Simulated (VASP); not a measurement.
Runs of VASP 6.6.1 on W. The structure is that of space group I4/mmm (No. 139), or close to it. The cells are those of the table. 

```tsv
cell	gap on the mesh (eV)	pressure (GPa)
a = 2.664, b = 2.871 Å, angles 57.4, 65.2, 57.4°, 1 atom	none	51.6
a = 3.037, b = 2.871 Å, angles 61.8, 56.4, 61.8°, 1 atom	none	-30.8
a = 2.765, b = 2.871 Å, angles 58.7, 62.5, 58.7°, 1 atom	none	16.4
a = 2.714, b = 2.871 Å, angles 58.1, 63.9, 58.1°, 1 atom	none	(a)
```

Alike in all rows: task single point; level r2SCAN; potentials or basis VASP PAW PBE potentials, release 64 (W_sv); no spin polarisation; k mesh 20 × 20 × 20; cutoff (eV) 520; smearing gaussian 0.15 eV.

Question: Fill in the values left out.

Answer: (a) 32.4.

Caveats: the PAW data sets were made with another functional, which shifts forces and pressure a little; spin-orbit coupling is left out, which moves the levels of the heavy elements; the stress differs along the axes, from 21 to 67 GPa (at least some runs); the stress differs along the axes, from -35 to -22 GPa (at least some runs); the stress differs along the axes, from -3 to 26 GPa (at least some runs); the stress differs along the axes, from 7 to 45 GPa (at least some runs).

A k mesh can miss the band edges, and the runs leave out spin-orbit coupling on W.

A gap of «none» marks levels without a gap at the run's occupations.
